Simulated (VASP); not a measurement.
Write the native input for VASP 6.6.1 that does the following.

* Task: single point
* Functional: r2SCAN
* Potentials or basis: VASP PAW PBE potentials, release 64 (Sn_d, Se)
* Cutoff: 520 eV
* k mesh: 6 × 6 × 4
* Occupations: fermi-dirac, width 0.02 eV
* Spin: no spin polarisation
* Dipole correction: no
* Further INCAR settings: ALGO = Normal; EDIFF = 1e-06; NBANDS = 28

Crystal: SnSe.

```
Sn Se
1.0
     5.07478    0.00000    0.00000
    -2.53739    4.39489    0.00000
     0.00000    0.00000    6.17368
Sn Se
2 2
Direct
  0.33333 0.66667 0.96086
  0.66667 0.33333 0.46086
  0.33333 0.66667 0.41414
  0.66667 0.33333 0.91414
```

The input as run:

POSCAR

```
SnSe
1.0
    5.0747781155      0.0000000000      0.0000000000
   -2.5373890578      4.3948867666      0.0000000000
    0.0000000000      0.0000000000      6.1736754650
Sn Se
2 2
Direct
    0.3333333333      0.6666666667     -0.0391356320
    0.6666666667      0.3333333333      0.4608643680
    0.3333333333      0.6666666667      0.4141356320
    0.6666666667      0.3333333333      0.9141356320
```

INCAR.step1

```
PREC = Accurate
ENCUT = 520
ISMEAR = -1
SIGMA = 0.02
LREAL = F
LASPH = T
NELM = 80
NBANDS = 28
GGA = PE
ALGO = Normal
EDIFF = 1E-4
LWAVE = T
LCHARG = F
```

INCAR.step2

```
PREC = Accurate
ENCUT = 520
EDIFF = 1E-6
ISMEAR = -1
SIGMA = 0.02
LREAL = F
LASPH = T
NELM = 80
ALGO = Normal
ISIF = 2
LWAVE = F
LCHARG = T
METAGGA = R2SCAN
LMIXTAU = T
LELF = T
LVHAR = T
NBANDS = 28
ISTART = 1
```

KPOINTS

```
Automatic mesh
0
Gamma
  6 6 4
```

Potentials or basis: VASP PAW PBE potentials, release 64 (Sn_d, Se).

Command:

```sh
$ cat potpaw_PBE.64/Sn_d/POTCAR potpaw_PBE.64/Se/POTCAR > POTCAR
$ cp INCAR.step1 INCAR
$ mpirun -np 1 vasp_std > vasp.out
$ cp INCAR.step2 INCAR
$ mpirun -np 1 vasp_std > vasp.out
```

Results of the run:

```yaml
Pressure: 0.0 GPa
Largest_force: 0.008 eV/Å
Band_gap_on_the_k_mesh: 1.00 eV, indirect (least direct gap 1.03 eV)
```

Caveat: the PAW data sets were made with another functional, which shifts forces and pressure a little; spin-orbit coupling is left out, which moves the levels of the heavy elements.

Run time: 4.9 min on 1 thread of Intel(R) Xeon(R) Platinum 8259CL CPU @ 2.50GHz (Skylake/Cascade Lake), on a shared host, peak memory 0.32 GiB.
